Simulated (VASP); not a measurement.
SnTe, 2 atoms in the cell. The structure is cubic, space group Fm-3m (No. 225). Conventional cell: a = 6.302 Å, b = 6.302 Å, c = 6.302 Å, α = 90.00°, β = 90.00°, γ = 90.00°. Sn (site symmetry m-3m) has 6 Te at 3.15 Å within 4.1 Å. Te (site symmetry m-3m) has 6 Sn at 3.15 Å within 4.1 Å. 

- Program: VASP 6.6.1
- Task: relaxation of cell and atoms
- Functional: r2SCAN
- Potentials or basis: VASP PAW PBE potentials, release 64 (Sn_d, Te)
- Cutoff: 600 eV
- k mesh: 10 × 10 × 10
- Occupations: fermi-dirac, width 0.05 eV
- Spin: no spin polarisation
- Dipole correction: no
- Further INCAR settings: ALGO = Normal; EDIFF = 1e-06; IBRION = 2; EDIFFG = -0.002; NSW = 100; ISIF = 3

Potentials or basis: VASP PAW PBE potentials, release 64 (Sn_d, Te).

Run with:

```bash
$ cat potpaw_PBE.64/Sn_d/POTCAR potpaw_PBE.64/Te/POTCAR > POTCAR
$ cp INCAR.step1 INCAR
$ mpirun -np 1 vasp_std > vasp.out
$ cp INCAR.step2 INCAR
$ mpirun -np 1 vasp_std > vasp.out
```

Hardware: 1 thread of Intel(R) Xeon(R) 6975P-C (Granite Rapids), on a shared host.

Task: How long does it take, and how much memory?

Result: Run time: 3.2 min on 1 thread of Intel(R) Xeon(R) 6975P-C (Granite Rapids), with other jobs on the host, peak memory 0.26 GiB. Counts: k points 47, ion steps 3.
